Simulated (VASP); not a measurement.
# SiC in VASP: notebook, part 2 of 2

VASP 6.6.1.

## (4) Single point, LDA (z stretched by +0.5 %, x and y held)

INCAR

```
PREC     = Accurate       # precision mode
ENCUT    = 520            # plane-wave cutoff, eV
EDIFF    = 1E-6           # SCF threshold, eV
ISMEAR   = 0              # smearing method
SIGMA    = 0.01           # smearing width, eV
LREAL    = False          # projectors in reciprocal space
LASPH    = True           # aspherical terms in the spheres
NELM     = 80             # most SCF steps
ALGO     = Normal         # electronic algorithm
ISIF     = 2              # what is computed and relaxed
LWAVE    = False          # write WAVECAR
LCHARG   = False          # write CHGCAR
NBANDS   = 16             # bands
```

KPOINTS

```
regular mesh
0
Gamma
  8 8 4
```

POSCAR

```
SiC
1.0
    3.0563617626      0.0000000000      0.0000000000
   -1.5281808813      2.6468869296      0.0000000000
    0.0000000000      0.0000000000      5.0409930154
Si C
2 2
Direct
    0.3333333333      0.6666666667      0.0048456636
    0.6666666667      0.3333333333      0.5048456636
    0.3333333333      0.6666666667      0.3801543364
    0.6666666667      0.3333333333      0.8801543364
```

Potentials or basis: VASP PAW LDA potentials, release 64 (Si, C).

Run with:

```sh
> cat potpaw_LDA.64/Si/POTCAR potpaw_LDA.64/C/POTCAR > POTCAR
> mpirun -np 1 vasp_std > vasp.out
```

OUTCAR:

```text
PREC = Accurate
   ENCUT = 520
   EDIFF = 1E-6
   ISMEAR = 0
   LREAL = False
   LASPH = True
   NELM = 80
   ISIF = 2

 ion  position               nearest neighbor table
   1  0.333  0.667  0.005-   4 1.87   4 1.87   4 1.87   3 1.89   2 3.08   2 3.08   2 3.08   2 3.08
                             2 3.08   2 3.08
   2  0.667  0.333  0.505-   3 1.87   3 1.87   3 1.87   4 1.89   1 3.08   1 3.08   1 3.08   1 3.08
                             1 3.08   1 3.08
   3  0.333  0.667  0.380-   2 1.87   2 1.87   2 1.87   1 1.89
   4  0.667  0.333  0.880-   1 1.87   1 1.87   1 1.87   2 1.89

[... 660 lines left out ...]
  --------------------------------------------------------------------------------------
  -------------------------------------------------------------------------------------
  Total        0.0304213      0.0304213     -0.6167908      0.0000000      0.0000000      0.0000000
  in kB        1.1951763      1.1951763    -24.2321647      0.0000000      0.0000000      0.0000000
  external PRESSURE =      -7.2806041 kB  Pullay stress =       0.0000000 kB

 VOLUME and BASIS-vectors are now :
 -----------------------------------------------------------------------------
  energy-cutoff  :      520.00
  volume of cell :       40.78
      direct lattice vectors                 reciprocal lattice vectors
     3.056361763  0.000000000  0.000000000     0.327186399  0.188901156  0.000000000
    -1.528180881  2.646886930  0.000000000     0.000000000  0.377802311  0.000000000
     0.000000000  0.000000000  5.040993015     0.000000000  0.000000000  0.198373613

 POSITION                                       TOTAL-FORCE (eV/Angst)
 -----------------------------------------------------------------------------------
     -0.00000      1.76459      0.02443        -0.000000     -0.000000      0.000763
      1.52818      0.88230      2.54492        -0.000000     -0.000000      0.000763
     -0.00000      1.76459      1.91636         0.000000     -0.000000     -0.000763
      1.52818      0.88230      4.43685        -0.000000      0.000000     -0.000763
 -----------------------------------------------------------------------------------
    total drift:                               -0.000000      0.000000     -0.000004

  FREE ENERGIE OF THE ION-ELECTRON SYSTEM (eV)
  ---------------------------------------------------
  free  energy   TOTEN  =       -33.2740523607 eV

  energy  without entropy=      -33.2740523607  energy(sigma->0) =      -33.27405236
```

OSZICAR:

```text
N       E                     dE             d eps       ncg     rms          rms(c)
DAV:   1     0.212118162259E+02    0.21212E+02   -0.69483E+03   960   0.887E+02
DAV:   2    -0.349960087343E+02   -0.56208E+02   -0.51402E+02  1384   0.161E+02
DAV:   3    -0.374306212403E+02   -0.24346E+01   -0.24264E+01  1232   0.302E+01
DAV:   4    -0.374489422759E+02   -0.18321E-01   -0.18318E-01  1192   0.327E+00
DAV:   5    -0.374491337663E+02   -0.19149E-03   -0.19149E-03  1248   0.309E-01    0.131E+01
DAV:   6    -0.334272621656E+02    0.40219E+01   -0.71441E+00  1224   0.165E+01    0.602E+00
DAV:   7    -0.333200180629E+02    0.10724E+00   -0.12287E+00  1344   0.644E+00    0.248E+00
DAV:   8    -0.332798487895E+02    0.40169E-01   -0.64425E-02  1128   0.153E+00    0.712E-01
DAV:   9    -0.332739809674E+02    0.58678E-02   -0.83445E-03  1200   0.626E-01    0.112E-01
DAV:  10    -0.332740475634E+02   -0.66596E-04   -0.61172E-04  1136   0.152E-01    0.616E-02
DAV:  11    -0.332740531125E+02   -0.55491E-05   -0.19905E-05  1296   0.329E-02    0.172E-02
DAV:  12    -0.332740523607E+02    0.75175E-06   -0.55259E-06  1216   0.144E-02
   1 F= -.33274052E+02 E0= -.33274052E+02  d E =-.763037E-20
```

Wall time 7.3 s (1 thread of AMD EPYC 9R45 (Zen 5), shared host); peak memory 0.1 GiB.

Results:

```yaml
Free_energy: -33.2741 eV
Pressure: -0.7 GPa
Band_gap_on_the_k_mesh: 2.35 eV, indirect (least direct gap 3.94 eV)
```

Stress tensor (GPa, compression positive):
```
 0.12  0.00  0.00
 0.00  0.12  0.00
 0.00  0.00 -2.42
```

Levels at points of the mesh, in eV from the valence-band top:
| k point | band 6 | band 7 | band 8 | band 9 | band 10 | band 11 |
| --- | --- | --- | --- | --- | --- | --- |
| (0.00, 0.00, 0.00) | -0.16 | 0.00 | 0.00 | 4.95 | 6.27 | 6.67 |
| (0.50, 0.00, 0.00) | -3.37 | -3.34 | -1.21 | 2.73 | 4.10 | 6.91 |
| (0.00, 0.00, 0.50) | -0.70 | -0.70 | -0.70 | 6.00 | 6.00 | 7.34 |
| (0.50, 0.00, 0.50) | -2.46 | -2.38 | -2.38 | 3.21 | 3.21 | 5.18 |

Caveat: the cell differs from its parent crystal (z stretched by +0.5 %, x and y held). A k mesh can miss the band edges.

## (5) Single point, LDA (equal xy, yz and zx engineering shears of -0.5 %)

INCAR

```
PREC = Accurate ; ENCUT = 520
EDIFF = 1E-6 ; ISMEAR = 0
SIGMA = 0.01 ; LREAL = False
LASPH = True ; NELM = 80
ALGO = Normal ; ISIF = 2
LWAVE = False ; LCHARG = True
LELF = True ; LVHAR = True
NBANDS = 16
```

KPOINTS

```
Automatic mesh
0
Gamma
  8 8 4
```

POSCAR

```
SiC
1.0
    3.0563617626     -0.0076409044     -0.0076409044
   -1.5347980986      2.6507073818     -0.0027967651
   -0.0125397836     -0.0125397836      5.0159134482
Si C
2 2
Direct
    0.3338320156      0.6669597425      0.0045857997
    0.6669684846      0.3336262674      0.5045858580
    0.3336720593      0.6663799128      0.3804179426
    0.6655274405      0.3330340773      0.8804103997
```

Run with:

```sh
> cat potpaw_LDA.64/Si/POTCAR potpaw_LDA.64/C/POTCAR > POTCAR
> mpirun -np 1 vasp_std > vasp.out
```

It took 31 s on 1 thread of AMD EPYC 9R45 (Zen 5), shared host; peak memory 0.15 GiB.

The run converged. Its results:

```
Free energy            : -33.2736 eV
Pressure               : 0.4 GPa
Band gap on the k mesh : 2.34 eV, indirect (least direct gap 3.89 eV)
```

Stress tensor (GPa, compression positive):
```
0.40 1.02 0.77
1.02 0.41 0.77
0.77 0.77 0.39
```

Levels at points of the mesh, in eV from the valence-band top:
| k point | band 4 | band 5 | band 6 | band 7 | band 8 | band 9 | band 10 | band 11 | band 12 | band 13 |
| --- | --- | --- | --- | --- | --- | --- | --- | --- | --- | --- |
| (0.00, 0.00, 0.00) | -1.38 | -1.32 | -0.15 | -0.05 | 0.00 | 4.89 | 6.39 | 6.60 | 6.68 | 7.79 |
| (0.50, 0.00, 0.00) | -6.34 | -5.53 | -3.44 | -3.39 | -1.27 | 2.62 | 4.11 | 6.87 | 7.04 | 10.04 |
| (0.00, 0.50, 0.00) | -6.35 | -5.54 | -3.41 | -3.38 | -1.23 | 2.68 | 4.13 | 6.89 | 7.12 | 10.05 |
| (0.50, 0.50, 0.00) | -6.36 | -5.55 | -3.41 | -3.35 | -1.19 | 2.74 | 4.15 | 6.93 | 7.19 | 10.07 |
| (0.00, 0.00, 0.50) | -4.48 | -0.78 | -0.76 | -0.72 | -0.71 | 5.96 | 5.97 | 7.27 | 7.30 | 7.34 |
| (0.50, 0.00, 0.50) | -8.36 | -2.55 | -2.54 | -2.42 | -2.32 | 3.18 | 3.23 | 5.12 | 5.26 | 10.32 |
| (0.00, 0.50, 0.50) | -8.38 | -2.51 | -2.50 | -2.41 | -2.34 | 3.21 | 3.24 | 5.16 | 5.26 | 10.35 |
| (0.50, 0.50, 0.50) | -8.40 | -2.47 | -2.46 | -2.39 | -2.36 | 3.24 | 3.25 | 5.20 | 5.24 | 10.39 |

Caveat: the cell differs from its parent crystal (equal xy, yz and zx engineering shears of -0.5 %).

## (6) Single point, LDA (equal xy, yz and zx engineering shears of +0.5 %)

INCAR

```
SYSTEM = SiC
PREC = Accurate
ENCUT = 520
EDIFF = 1E-6
ISMEAR = 0
SIGMA = 0.01
LREAL = .False.
LASPH = .True.
NELM = 100
ALGO = Normal
ISIF = 2
LWAVE = .False.
LCHARG = .True.
GGA = CA
LELF = .True.
LVHAR = .True.
NBANDS = 16
```

KPOINTS

```
regular mesh
0
Gamma
  8 8 4
  0 0 0
```

POSCAR

```
SiC
1.0
    3.0563617626      0.0076409044      0.0076409044
   -1.5215636640      2.6430664774      0.0027967651
    0.0125397836      0.0125397836      5.0159134482
Si C
2 2
Direct
    0.3328374270      0.6663791297      0.0045872325
    0.6663765254      0.3330454438      0.5045844663
    0.3330196561      0.6669606792      0.3804168178
    0.6677663915      0.3336147472      0.8804114834
```

Potentials or basis: VASP PAW LDA potentials, release 64 (Si, C).

Run with:

```sh
> cat potpaw_LDA.64/Si/POTCAR potpaw_LDA.64/C/POTCAR > POTCAR
> mpirun -np 1 vasp_std > vasp.out
```

It took 33 s on 1 thread of AMD EPYC 9R45 (Zen 5), shared host; peak memory 0.15 GiB.

It converged, with:

```
Free energy            : -33.2736 eV
Pressure               : 0.4 GPa
Band gap on the k mesh : 2.35 eV, indirect (least direct gap 3.89 eV)
```

Stress tensor (GPa, compression positive):
```
 0.40 -1.03 -0.78
-1.03  0.41 -0.78
-0.78 -0.78  0.39
```

Levels at points of the mesh, in eV from the valence-band top:
```csv
k point,band 4,band 5,band 6,band 7,band 8,band 9,band 10,band 11,band 12,band 13
"(0.00, 0.00, 0.00)",-1.38,-1.32,-0.14,-0.04,0.00,4.90,6.40,6.61,6.68,7.79
"(0.50, 0.00, 0.00)",-6.35,-5.54,-3.40,-3.34,-1.19,2.74,4.16,6.98,7.14,10.02
"(0.00, 0.50, 0.00)",-6.34,-5.53,-3.40,-3.38,-1.22,2.69,4.14,6.90,7.12,10.05
"(0.50, 0.50, 0.00)",-6.33,-5.52,-3.43,-3.38,-1.26,2.63,4.11,6.82,7.09,10.10
"(0.00, 0.00, 0.50)",-4.48,-0.78,-0.76,-0.72,-0.70,5.97,5.97,7.27,7.30,7.35
"(0.50, 0.00, 0.50)",-8.38,-2.46,-2.45,-2.42,-2.33,3.23,3.28,5.16,5.30,10.40
"(0.00, 0.50, 0.50)",-8.37,-2.50,-2.49,-2.41,-2.33,3.21,3.25,5.16,5.26,10.36
"(0.50, 0.50, 0.50)",-8.37,-2.54,-2.54,-2.38,-2.35,3.20,3.21,5.18,5.21,10.32
```

Caveat: the cell differs from its parent crystal (equal xy, yz and zx engineering shears of +0.5 %). A k mesh can miss the band edges.

## (7) Summary

| cell | gap on the mesh (eV) | pressure (GPa) |
| --- | --- | --- |
| a = 3.056, b = 3.056, c = 4.991 Å, angles 90.0, 90.0, 120.0°, 4 atoms | 2.41 | 1.6 |
| a = 3.072, b = 3.072, c = 5.041 Å, angles 90.0, 90.0, 120.0°, 4 atoms | 2.40 | -2.9 |
| a = 3.056, b = 3.056, c = 5.041 Å, angles 90.0, 90.0, 120.0°, 4 atoms | 2.35 | -0.7 |
| a = 3.056, b = 3.063, c = 5.016 Å, angles 90.1, 90.3, 120.2°, 4 atoms | 2.34 | 0.4 |
| a = 3.056, b = 3.050, c = 5.016 Å, angles 89.9, 89.7, 119.8°, 4 atoms | 2.35 | 0.4 |

Alike in all rows: task single point; level LDA; potentials or basis VASP PAW LDA potentials, release 64 (Si, C); no spin polarisation; k mesh 8 × 8 × 4; cutoff (eV) 520; smearing gaussian 0.01 eV.

Absolute energies hang on the potentials; compare differences alone.
